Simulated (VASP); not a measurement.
Set up this calculation in VASP 6.6.1, as the native input.

```yaml
Task: single point
Functional: PBE
Potentials_or_basis: VASP PAW PBE potentials, release 64 (Ir)
Cutoff: 520 eV
k_mesh: 18 × 18 × 17
Occupations: fermi-dirac, width 0.08 eV
Spin: no spin polarisation
Dipole_correction: no
Further_INCAR_settings: ALGO = Normal; EDIFF = 1e-06; NBANDS = 10
```

The structure of Ir lies in POSCAR:

```
Ir
1.0
    2.4515131301      0.0000000000      0.0000000000
   -1.2257565650      2.1230726484      0.0000000000
    0.0000000000      0.0000000000      2.3518125274
Ir
1
Direct
    0.0000000000      0.0000000000      0.0000000000
```

The input as run:

INCAR

```
SYSTEM = Ir
PREC = Accurate ; ENCUT = 520
EDIFF = 1E-6 ; ISMEAR = -1
SIGMA = 0.08 ; LREAL = .FALSE.
LASPH = .TRUE. ; NELM = 100
ALGO = Normal ; ISIF = 2
LWAVE = .FALSE. ; LCHARG = .TRUE.
GGA = PE ; LELF = .TRUE.
LVHAR = .TRUE. ; NBANDS = 10
```

KPOINTS

```
regular mesh
0
G
  18 18 17
  0 0 0
```

Potentials or basis: VASP PAW PBE potentials, release 64 (Ir).

Command:

```sh
$ cat potpaw_PBE.64/Ir/POTCAR > POTCAR
$ mpirun -np 1 vasp_std > vasp.out
```

It gave:

```json
{
 "Pressure": "141.8 GPa"
}
```

It took 55 s on 1 thread of Intel Xeon 8259CL (shared host), peak memory 0.16 GiB.
